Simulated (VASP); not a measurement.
Input of a VASP 6.6.1 run:

The input INCAR:

```
SYSTEM = TaAs
PREC     = Accurate       ! precision mode
ENCUT    = 520            ! plane-wave cutoff, eV
EDIFF    = 1E-6           ! SCF threshold, eV
ISMEAR   = -1             ! smearing method
SIGMA    = 0.05           ! smearing width, eV
LREAL    = .False.        ! projectors in reciprocal space
LASPH    = .True.         ! aspherical terms in the spheres
NELM     = 80             ! most SCF steps
ALGO     = Normal         ! electronic algorithm
ISIF     = 2              ! what is computed and relaxed
LWAVE    = .False.        ! write WAVECAR
LCHARG   = .False.        ! write CHGCAR
GGA      = PS             ! functional
NBANDS   = 24             ! bands
```

Contents of KPOINTS:

```
regular mesh
0
Gamma
  11 11 11
  0 0 0
```

POSCAR

```
TaAs
1.0
   -1.7143019439      1.7143019439      5.7923254423
    1.7143019439     -1.7143019439      5.7923254423
    1.7143019439      1.7143019439     -5.7923254423
Ta As
2 2
Direct
    0.5003161491      0.5003161491      0.0000000000
    0.2503161491      0.7503161491      0.5000000000
    0.0822832709      0.0822832709      0.0000000000
    0.8322832709      0.3322832709      0.5000000000
```

Potentials or basis: VASP PAW PBE potentials, release 64 (Ta_pv, As).

Launch:

```sh
$ cat potpaw_PBE.64/Ta_pv/POTCAR potpaw_PBE.64/As/POTCAR > POTCAR
$ mpirun -np 1 vasp_std > vasp.out
```

(1) Predict the pressure.

(2) Estimate the band gap on the k mesh.

Results:

(1) 0.7 GPa.

(2) zero (band 16 reaches 7.05 eV, above the bottom of band 17 at 7.03 eV).

Caveat: the PAW data sets were made with another functional, which shifts forces and pressure a little; spin-orbit coupling is left out, which moves the levels of the heavy elements.
